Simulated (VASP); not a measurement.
# W (Im-3m) in VASP: further runs, part 2 of 2

VASP 6.6.1. Earlier steps stand in the parts before.

## Step 3: Single point, RPBE

This run uses another cell than the first one, of 14.90 Å³/atom, 0.979 times its volume.

Contents of INCAR:

```
SYSTEM = W
  ALGO = Normal
  EDIFF = 1E-6
  ENCUT = 520
  GGA = RP
  ISIF = 2
  ISMEAR = -1
  LASPH = .TRUE.
  LCHARG = .TRUE.
  LELF = .TRUE.
  LREAL = .FALSE.
  LVHAR = .TRUE.
  LWAVE = .FALSE.
  NBANDS = 13
  NELM = 100
  PREC = Accurate
  SIGMA = 0.05
```

Contents of KPOINTS:

```
k-points
0
G
  12 12 12
  0 0 0
```

Contents of POSCAR:

```
W
1.0
   -1.5500431812      1.5500431812      1.5500431812
    1.5500431812     -1.5500431812      1.5500431812
    1.5500431812      1.5500431812     -1.5500431812
W
1
Direct
    0.0000000000      0.0000000000      0.0000000000
```

Potentials or basis: VASP PAW PBE potentials, release 64 (W_sv).

Command:

```console
> cat potpaw_PBE.64/W_sv/POTCAR > POTCAR
> mpirun -np 1 vasp_std > vasp.out
```

Run time: 6.3 s. Hardware: 1 thread of Intel Xeon Platinum 8559C (Emerald Rapids), shared host; peak memory 0.13 GiB.

It converged, with:

| Property | Result |
| --- | --- |
| Free energy | -12.2631 eV |
| Pressure | 33.4 GPa |
| Band gap on the k mesh | zero (band 7 reaches 18.09 eV, above the bottom of band 8 at 11.12 eV) |

Levels at points of the mesh, in eV from the Fermi level:
| k point | band 4 | band 5 | band 6 | band 7 | band 8 | band 9 | band 10 | band 11 |
| --- | --- | --- | --- | --- | --- | --- | --- | --- |
| (0.00, 0.00, 0.00) | -37.55 | -9.95 | -1.30 | -1.30 | -1.30 | 2.46 | 2.46 | 14.65 |
| (0.50, 0.00, 0.00) | -37.56 | -6.66 | -3.85 | 0.92 | 2.40 | 3.46 | 6.76 | 11.64 |
| (0.50, 0.50, 0.50) | -38.64 | -6.32 | -6.32 | 5.67 | 5.67 | 5.67 | 8.78 | 8.78 |

Caveat: the PAW data sets were made with another functional, which shifts forces and pressure a little; spin-orbit coupling is left out, which moves the levels of the heavy elements.

## Step 4: Single point, RPBE

Contents of INCAR:

```
SYSTEM = W
  PREC = Accurate
  ENCUT = 520
  EDIFF = 1E-6
  ISMEAR = -1
  SIGMA = 0.05
  LREAL = .False.
  LASPH = .True.
  NELM = 100
  ALGO = Normal
  ISIF = 2
  LWAVE = .False.
  LCHARG = .False.
  GGA = RP
  NBANDS = 13
```

Contents of KPOINTS:

```
Automatic mesh
0
Gamma
  12 12 12
  0 0 0
```

Contents of POSCAR:

```
W
1.0
   -1.5609593379      1.5609593379      1.5609593379
    1.5609593379     -1.5609593379      1.5609593379
    1.5609593379      1.5609593379     -1.5609593379
W
1
Direct
    0.0000000000      0.0000000000      0.0000000000
```

Potentials or basis: VASP PAW PBE potentials, release 64 (W_sv).

Command:

```console
> cat potpaw_PBE.64/W_sv/POTCAR > POTCAR
> mpirun -np 1 vasp_std > vasp.out
```

OUTCAR:

```text
SYSTEM = W
   PREC = Accurate
   ENCUT = 520
   EDIFF = 1E-6
   ISMEAR = -1
   LREAL = .False.
   LASPH = .True.
   NELM = 100
   ISIF = 2
   GGA = RP

 ion  position               nearest neighbor table
   1  0.000  0.000  0.000-

  LATTYP: Found a body centered cubic cell.
 ALAT       =     3.1219186758

  Lattice vectors:

 A1 = (  -1.5609593379,   1.5609593379,   1.5609593379)
 A2 = (   1.5609593379,  -1.5609593379,   1.5609593379)
[... 553 lines left out ...]
      4     -25.6235      2.00000
      5       6.2877      2.00000
      6       8.3310      2.00000
      7      11.9323      1.89551
      8      14.6947      0.00000
      9      15.5124      0.00000
     10      19.9727      0.00000
     11      22.6733      0.00000
     12      24.4877      0.00000
     13      28.8163      0.00000

 [... further k-points ...]
[... 5 lines left out ...]
  --------------------------------------------------------------------------------------
  -------------------------------------------------------------------------------------
  Total        2.3694894      2.3694894      2.3694894     -0.0000000      0.0000000     -0.0000000
  in kB      249.5344909    249.5344909    249.5344909     -0.0000000      0.0000000     -0.0000000
  external PRESSURE =     249.5344909 kB  Pullay stress =       0.0000000 kB

 VOLUME and BASIS-vectors are now :
 -----------------------------------------------------------------------------
  energy-cutoff  :      520.00
  volume of cell :       15.21
      direct lattice vectors                 reciprocal lattice vectors
    -1.560959338  1.560959338  1.560959338     0.000000000  0.320315839  0.320315839
     1.560959338 -1.560959338  1.560959338     0.320315839  0.000000000  0.320315839
     1.560959338  1.560959338 -1.560959338     0.320315839  0.320315839  0.000000000

 POSITION                                       TOTAL-FORCE (eV/Angst)
 -----------------------------------------------------------------------------------
      0.00000      0.00000      0.00000         0.000000      0.000000      0.000000
 -----------------------------------------------------------------------------------
    total drift:                                0.000000     -0.000000      0.000000

  FREE ENERGIE OF THE ION-ELECTRON SYSTEM (eV)
  ---------------------------------------------------
  free  energy   TOTEN  =       -12.3209098180 eV

  energy  without entropy=      -12.3157853033  energy(sigma->0) =      -12.31834756
```

OSZICAR:

```text
N       E                     dE             d eps       ncg     rms          rms(c)
DAV:   1     0.875812741241E+02    0.87581E+02   -0.74499E+03  1880   0.124E+03
DAV:   2    -0.112614120133E+02   -0.98843E+02   -0.95222E+02  2122   0.325E+02
DAV:   3    -0.128668359093E+02   -0.16054E+01   -0.16026E+01  2032   0.401E+01
DAV:   4    -0.128730214648E+02   -0.61856E-02   -0.61855E-02  2092   0.275E+00
DAV:   5    -0.128730725327E+02   -0.51068E-04   -0.51067E-04  2087   0.233E-01    0.223E+01
DAV:   6    -0.124447702424E+02    0.42830E+00   -0.34929E-01  1972   0.815E+00    0.938E+00
DAV:   7    -0.123239844596E+02    0.12079E+00   -0.20994E-01  2082   0.604E+00    0.606E-01
DAV:   8    -0.123209972185E+02    0.29872E-02   -0.50335E-03  1897   0.938E-01    0.158E-01
DAV:   9    -0.123209193241E+02    0.77894E-04   -0.17603E-04  2127   0.177E-01    0.392E-02
DAV:  10    -0.123209091296E+02    0.10195E-04   -0.19515E-05  2012   0.621E-02    0.351E-03
DAV:  11    -0.123209098180E+02   -0.68839E-06   -0.54839E-07  1341   0.102E-02
   1 F= -.12320910E+02 E0= -.12318348E+02  d E =-.512451E-02
```

Wall time 6.2 s (1 thread of Intel Xeon Platinum 8559C (Emerald Rapids), shared host); peak memory 0.13 GiB.

What came out:

```yaml
Free_energy: -12.3209 eV
Pressure: 25.0 GPa
Band_gap_on_the_k_mesh: zero (band 7 reaches 17.61 eV, above the bottom of band 8 at 10.84 eV)
```

Caveat: the PAW data sets were made with another functional, which shifts forces and pressure a little; spin-orbit coupling is left out, which moves the levels of the heavy elements.

## Step 5: Single point, revPBE+D3(BJ)

This run uses another cell than the first one, of 14.90 Å³/atom, 0.979 times its volume.

Contents of INCAR:

```
SYSTEM = W
PREC = Accurate
ENCUT = 520
EDIFF = 1E-7
ISMEAR = -1
SIGMA = 0.05
LREAL = .False.
LASPH = .True.
NELM = 60
ALGO = Fast
ISIF = 2
LWAVE = .False.
LCHARG = .False.
GGA = RE
IVDW = 12
NBANDS = 13
```

Contents of KPOINTS:

```
regular mesh
0
Gamma
  12 12 12
  0 0 0
```

Contents of POSCAR:

```
W
1.0
   -1.5500431812      1.5500431812      1.5500431812
    1.5500431812     -1.5500431812      1.5500431812
    1.5500431812      1.5500431812     -1.5500431812
W
1
Direct
    0.0000000000      0.0000000000      0.0000000000
```

Command:

```console
> cat potpaw_PBE.64/W_sv/POTCAR > POTCAR
> mpirun -np 1 vasp_std > vasp.out
```

Run time: 8.8 s. Hardware: 1 thread of Intel Xeon Platinum 8559C (Emerald Rapids), shared host; peak memory 0.14 GiB.

The run converged. Its results:

| Item | Value |
| --- | --- |
| Free energy | -13.7156 eV |
| Pressure | 17.6 GPa |
| Band gap on the k mesh | zero (band 7 reaches 18.07 eV, above the bottom of band 8 at 11.10 eV) |
| Dispersion energy per atom | -1.332 eV |

Levels at points of the mesh, in eV from the Fermi level:
```csv
k point,band 3,band 4,band 5,band 6,band 7,band 8,band 9,band 10,band 11,band 12
"(0.00, 0.00, 0.00)",-37.55,-37.55,-9.95,-1.30,-1.30,-1.30,2.45,2.45,14.65,14.65
"(0.50, 0.00, 0.00)",-38.05,-37.56,-6.67,-3.85,0.92,2.39,3.45,6.76,11.65,12.18
"(0.50, 0.50, 0.50)",-38.64,-38.64,-6.33,-6.33,5.67,5.67,5.67,8.78,8.78,8.78
```

Caveat: the PAW data sets were made with another functional, which shifts forces and pressure a little; spin-orbit coupling is left out, which moves the levels of the heavy elements; pairwise dispersion overbinds metals, which lowers pressure and volume.

## Step 6: Single point, revPBE+D3(BJ)

Contents of INCAR:

```
PREC = Accurate
ENCUT = 520
EDIFF = 1E-7
ISMEAR = -1
SIGMA = 0.05
LREAL = False
LASPH = True
NELM = 60
ALGO = Normal
ISIF = 2
LWAVE = False
LCHARG = False
GGA = RE
IVDW = 12
NBANDS = 13
```

Contents of KPOINTS:

```
regular mesh
0
Gamma
  12 12 12
```

Contents of POSCAR:

```
W
1.0
   -1.5609593379      1.5609593379      1.5609593379
    1.5609593379     -1.5609593379      1.5609593379
    1.5609593379      1.5609593379     -1.5609593379
W
1
Direct
    0.0000000000      0.0000000000      0.0000000000
```

Potentials or basis: VASP PAW PBE potentials, release 64 (W_sv).

Command:

```console
> cat potpaw_PBE.64/W_sv/POTCAR > POTCAR
> mpirun -np 1 vasp_std > vasp.out
```

Run time: 7 s. Hardware: 1 thread of Intel Xeon Platinum 8559C (Emerald Rapids), shared host; peak memory 0.14 GiB.

The run converged. Its results:

* Free energy: -13.7427 eV
* Pressure: 9.7 GPa
* Band gap on the k mesh: zero (band 7 reaches 17.58 eV, above the bottom of band 8 at 10.82 eV)
* Dispersion energy per atom: -1.304 eV

Levels at points of the mesh, in eV from the Fermi level:
| k point | band 5 | band 6 | band 7 | band 8 | band 9 | band 10 |
| --- | --- | --- | --- | --- | --- | --- |
| (0.00, 0.00, 0.00) | -9.81 | -1.24 | -1.24 | -1.24 | 2.43 | 2.43 |
| (0.50, 0.00, 0.00) | -6.49 | -3.72 | 0.86 | 2.35 | 3.38 | 6.59 |
| (0.50, 0.50, 0.50) | -6.12 | -6.12 | 5.53 | 5.53 | 5.53 | 8.63 |

Caveat: the PAW data sets were made with another functional, which shifts forces and pressure a little; spin-orbit coupling is left out, which moves the levels of the heavy elements; pairwise dispersion overbinds metals, which lowers pressure and volume.

## Step 7: Summary

```csv
level,cell,gap on the mesh (eV),pressure (GPa)
PBEsol+D3(BJ),"a = 2.704 Å, angles 109.5°, 1 atom",none,3.1
RPBE,"a = 2.685 Å, angles 109.5°, 1 atom",none,33.4
RPBE,"a = 2.704 Å, angles 109.5°, 1 atom",none,25.0
revPBE+D3(BJ),"a = 2.685 Å, angles 109.5°, 1 atom",none,17.6
revPBE+D3(BJ),"a = 2.704 Å, angles 109.5°, 1 atom",none,9.7
```

Alike in all rows: task single point; potentials or basis VASP PAW PBE potentials, release 64 (W_sv); no spin polarisation; k mesh 12 × 12 × 12; cutoff (eV) 520; smearing fermi-dirac 0.05 eV.

Every run on the cell as given and a fine mesh finds a metal. The pressure there spans 3.1 GPa (PBEsol+D3(BJ)) to 25.0 GPa (RPBE); a positive pressure means that this level wants a larger cell, a negative one a smaller.

Caveats: the PAW data sets were made with another functional, which shifts forces and pressure a little; spin-orbit coupling is left out, which moves the levels of the heavy elements; pairwise dispersion overbinds metals, which lowers pressure and volume (some runs).

Total energies depend on the potentials used, so only differences within one code and one set of settings carry meaning.
